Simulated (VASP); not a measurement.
# Li2Pt (P6/mmm) in VASP: further runs, part 2 of 2

VASP 6.6.1. The steps go on from the part before.

### 3 Electric field gradients, LDA

The input, INCAR:

```
PREC = Accurate
ENCUT = 520
EDIFF = 1E-8
ISMEAR = -1
SIGMA = 0.03
LREAL = F
LASPH = T
NELM = 60
ALGO = Normal
ISIF = 2
LWAVE = F
LCHARG = F
LEFG = T
NBANDS = 15
```

The input, KPOINTS:

```
Automatic mesh
0
Gamma
  9 9 12
```

The input, POSCAR:

```
Li2Pt
1.0
    4.1859989866      0.0000000000      0.0000000000
   -2.0929994933      3.6251814627      0.0000000000
    0.0000000000      0.0000000000      2.6610000000
Li Pt
2 1
Direct
    0.3333333333      0.6666666667      0.5000000000
    0.6666666667      0.3333333333      0.5000000000
    0.0000000000      0.0000000000      0.0000000000
```

Potentials or basis: VASP PAW LDA potentials, release 64 (Li_sv, Pt).

Run with:

```console
$ cat potpaw_LDA.64/Li_sv/POTCAR potpaw_LDA.64/Pt/POTCAR > POTCAR
$ mpirun -np 1 vasp_std > vasp.out
```

OUTCAR:

```text
PREC = Accurate
   ENCUT = 520
   EDIFF = 1E-8
   ISMEAR = -1
   LREAL = F
   LASPH = T
   NELM = 60
   ISIF = 2

 ion  position               nearest neighbor table
   1  0.333  0.667  0.500-   2 2.42   2 2.42   2 2.42   3 2.76   3 2.76   3 2.76   3 2.76   3 2.76
                             3 2.76
   2  0.667  0.333  0.500-   1 2.42   1 2.42   1 2.42   3 2.76   3 2.76   3 2.76   3 2.76   3 2.76
                             3 2.76
   3  0.000  0.000  0.000-   1 2.76   2 2.76   1 2.76   2 2.76   2 2.76   2 2.76   1 2.76   1 2.76
                             2 2.76   2 2.76   1 2.76   1 2.76

  LATTYP: Found a hexagonal cell.
 ALAT       =     4.1859989866
 C/A-ratio  =     0.6356905505

  Lattice vectors:

 A1 = (   4.1859989866,   0.0000000000,   0.0000000000)
 A2 = (  -2.0929994933,   3.6251814627,   0.0000000000)
 A3 = (   0.0000000000,   0.0000000000,   2.6610000000)

Analysis of symmetry for initial positions (statically):
=====================================================================
 Subroutine PRICEL returns:
 Original cell was already a primitive cell.

 Routine SETGRP: Setting up the symmetry group for a
 hexagonal supercell.

 Subroutine GETGRP returns: Found 24 space group operations
 (whereof 24 operations were pure point group operations)
 out of a pool of 24 trial point group operations.

The static configuration has the point symmetry D_6h.

Analysis of symmetry for dynamics (positions and initial velocities):
=====================================================================
 Subroutine PRICEL returns:
 Original cell was already a primitive cell.

 Routine SETGRP: Setting up the symmetry group for a
 hexagonal supercell.

[... 582 lines left out ...]
      6       2.1287      2.00000
      7       3.6821      2.00000
      8       3.6821      2.00000
      9       5.1044      0.66251
     10       5.1044      0.66251
     11      13.4123      0.00000
     12      16.1255      0.00000
     13      16.1255      0.00000
     14      19.7185      0.00000
     15      19.7185      0.00000

 [... further k-points ...]
[... 5 lines left out ...]
  --------------------------------------------------------------------------------------
  -------------------------------------------------------------------------------------
  Total       -1.0042048     -1.0042048     -1.2691449      0.0000000      0.0000000      0.0000000
  in kB      -39.8436529    -39.8436529    -50.3556315      0.0000000      0.0000000      0.0000000
  external PRESSURE =     -43.3476458 kB  Pullay stress =       0.0000000 kB

 VOLUME and BASIS-vectors are now :
 -----------------------------------------------------------------------------
  energy-cutoff  :      520.00
  volume of cell :       40.38
      direct lattice vectors                 reciprocal lattice vectors
     4.185998987  0.000000000  0.000000000     0.238891601  0.137924130  0.000000000
    -2.092999493  3.625181463  0.000000000     0.000000000  0.275848260  0.000000000
     0.000000000  0.000000000  2.661000000     0.000000000  0.000000000  0.375798572

 POSITION                                       TOTAL-FORCE (eV/Angst)
 -----------------------------------------------------------------------------------
     -0.00000      2.41679      1.33050        -0.000000      0.000000      0.000000
      2.09300      1.20839      1.33050         0.000000     -0.000000     -0.000000
      0.00000      0.00000      0.00000         0.000000      0.000000      0.000000
 -----------------------------------------------------------------------------------
    total drift:                                0.000000     -0.000000     -0.000000

  FREE ENERGIE OF THE ION-ELECTRON SYSTEM (eV)
  ---------------------------------------------------
  free  energy   TOTEN  =       -13.1435076468 eV

  energy  without entropy=      -13.1395635689  energy(sigma->0) =      -13.14153561

 Electric field gradients (V/A^2)
---------------------------------------------------------------------
 ion       V_xx      V_yy      V_zz      V_xy      V_xz      V_yz
---------------------------------------------------------------------
   1      -0.132    -0.135     0.267    -0.002     0.000    -0.000
   2      -0.132    -0.135     0.267    -0.002     0.000    -0.000
   3     155.579   155.578  -311.157    -0.001     0.000    -0.000
---------------------------------------------------------------------

 Electric field gradients after diagonalization (V/A^2)
 (convention: |V_zz| > |V_xx| > |V_yy|)
----------------------------------------------------------------------
 ion       V_xx      V_yy      V_zz     asymmetry (V_yy - V_xx)/ V_zz
----------------------------------------------------------------------
   1      -0.136    -0.131     0.267       0.020
   2      -0.136    -0.131     0.267       0.020
   3     155.579   155.578  -311.157       0.000
----------------------------------------------------------------------

           NMR quadrupolar parameters

 Cq : quadrupolar parameter    Cq=e*Q*V_zz/h
 eta: asymmetry parameters     (V_yy - V_xx)/ V_zz
 Q  : nuclear electric quadrupole moment in mb (millibarn)
----------------------------------------------------------------------
 ion       Cq(MHz)       eta       Q (mb)
----------------------------------------------------------------------
   1       0.001       0.020       1.000
   2       0.001       0.020       1.000
   3      -0.752       0.000       1.000
----------------------------------------------------------------------
```

It took 16 s on 1 thread of Intel Xeon 6975P-C (Granite Rapids), shared host; peak memory 0.17 GiB.

What came out:

```
Free energy                             : -13.1435 eV
Band gap on the k mesh                  : zero (bands 8 and 9 overlap by 1.84 eV)
Largest electric field gradient by atom : Li +0.3; Pt -311.2 V/Å²
```

Electric field gradients, principal values (V/Å²):
```tsv
atom	least	middle	greatest (by size)
1 Li	-0.131	-0.136	0.267
2 Li	-0.131	-0.136	0.267
3 Pt	155.578	155.579	-311.157
```

Caveat: the cutoff is under 1.25 times the usual one of these potentials, so pressure, stress and relaxed cells hold a basis-set (Pulay) error; without QUAD_EFG the Cq values of the log hold for a quadrupole moment of 1 mb, not for the nuclei; spin-orbit coupling is left out, which moves the levels of the heavy elements.

### 4 Single point, LDA

POSCAR is that of step 3.

The input, INCAR.step1:

```
PREC     = Accurate       # precision mode
ENCUT    = 520            # plane-wave cutoff, eV
EDIFF    = 1E-7           # SCF threshold, eV
ISMEAR   = -1             # smearing method
SIGMA    = 0.03           # smearing width, eV
LREAL    = False          # projectors in reciprocal space
LASPH    = True           # aspherical terms in the spheres
NELM     = 60             # most SCF steps
ALGO     = Normal         # electronic algorithm
ISIF     = 2              # what is computed and relaxed
LWAVE    = False          # write WAVECAR
LCHARG   = True           # write CHGCAR
LMAXMIX  = 4              # l up to which the mixer works
GGA      = CA             # functional
NBANDS   = 15             # bands
```

The input, KPOINTS.step1:

```
Automatic mesh
0
Gamma
  9 9 12
```

The input, INCAR.step2:

```
PREC     = Accurate       # precision mode
ENCUT    = 520            # plane-wave cutoff, eV
EDIFF    = 1E-7           # SCF threshold, eV
ISMEAR   = -5             # smearing method
SIGMA    = 0.03           # smearing width, eV
LREAL    = False          # projectors in reciprocal space
LASPH    = True           # aspherical terms in the spheres
NELM     = 60             # most SCF steps
ALGO     = Normal         # electronic algorithm
ISIF     = 2              # what is computed and relaxed
LWAVE    = False          # write WAVECAR
LCHARG   = False          # write CHGCAR
LMAXMIX  = 4              # l up to which the mixer works
GGA      = CA             # functional
LORBIT   = 11             # projections on sites
NBANDS   = 15             # bands
NEDOS    = 2001           # points of the DOS
ICHARG   = 11             # starting density
```

The input, KPOINTS.step2:

```
Automatic mesh
0
Gamma
  14 14 18
```

Run with:

```console
$ cat potpaw_LDA.64/Li_sv/POTCAR potpaw_LDA.64/Pt/POTCAR > POTCAR
$ cp INCAR.step1 INCAR
$ cp KPOINTS.step1 KPOINTS
$ mpirun -np 1 vasp_std > vasp.out
$ cp INCAR.step2 INCAR
$ cp KPOINTS.step2 KPOINTS
$ mpirun -np 1 vasp_std > vasp.out
```

Run time: 41 s. Hardware: 1 thread of Intel Xeon 6975P-C (Granite Rapids), shared host; peak memory 0.25 GiB.

It converged, with:

- Valence electrons inside the program's atomic spheres: Li 2.12; Pt 9.30

Levels at points of the mesh, in eV from the Fermi level:
```tsv
k point	band 5	band 6	band 7	band 8	band 9	band 10	band 11	band 12
(0.00, 0.00, 0.00)	-3.31	-3.31	-0.65	-0.65	3.82	3.82	6.36	6.36
(0.50, 0.00, 0.00)	-2.29	-2.28	-1.88	-0.78	-0.67	0.51	7.63	12.23
(0.00, 0.00, 0.50)	-3.76	-2.14	-2.14	0.57	2.83	6.47	6.47	7.24
(0.50, 0.00, 0.50)	-2.84	-1.67	-1.22	0.54	1.06	4.31	7.26	7.73
```

Caveat: the cutoff is under 1.25 times the usual one of these potentials, so pressure, stress and relaxed cells hold a basis-set (Pulay) error; spin-orbit coupling is left out, which moves the levels of the heavy elements.
